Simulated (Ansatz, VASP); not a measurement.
## Pt2Se: VASP beside Ansatz

```
Pt Se
1.0
     3.90540    0.00000    0.00000
     0.00000    7.58954    0.00000
     0.00000    0.00000    3.51068
Pt Se
4 2
Direct
  0.14319 0.32378 0.00000
  0.85681 0.67622 0.00000
  0.64319 0.17622 0.50000
  0.35681 0.82378 0.50000
  0.00000 0.00000 0.00000
  0.50000 0.50000 0.50000
```

Alike in both runs: functional PBE; k mesh 4 × 4 × 6; occupations gaussian, width 0.1 eV; no spin polarisation.

Ansatz relaxed the structure, and its values are those at the end. VASP's run is a single point on that final structure, the one shown.

```csv
,VASP,Ansatz
version,VASP 6.6.1,Ansatz 0.2.0
potentials or method,"VASP PAW PBE potentials, release 64 (Pt, Se), cutoff 520 eV","scalar-relativistic, plane waves, PAW"
valence electrons in the cell,52,104
```

Ansatz gave:

| Item | Value |
| --- | --- |
| gap on the k mesh at the Fermi level (eV) | none |
| pressure (GPa) | -0.1 |
| rms of the force components (eV/Å) | 0.010 |

Estimate VASP's values.

gap on the k mesh at the Fermi level (eV): none; pressure (GPa): -0.2; rms of the force components (eV/Å): 0.008.

A gap of «none» marks a metal or a gap that the smearing closes. With one functional, cell and mesh, what is left measures potentials, basis and numerics. VASP's potentials hold 52 valence electrons a cell and Ansatz's 104, so a difference there can come from the potentials and not from the codes.

The k mesh is coarse, so the values compare programs but aren't converged. Spin-orbit coupling is off throughout.
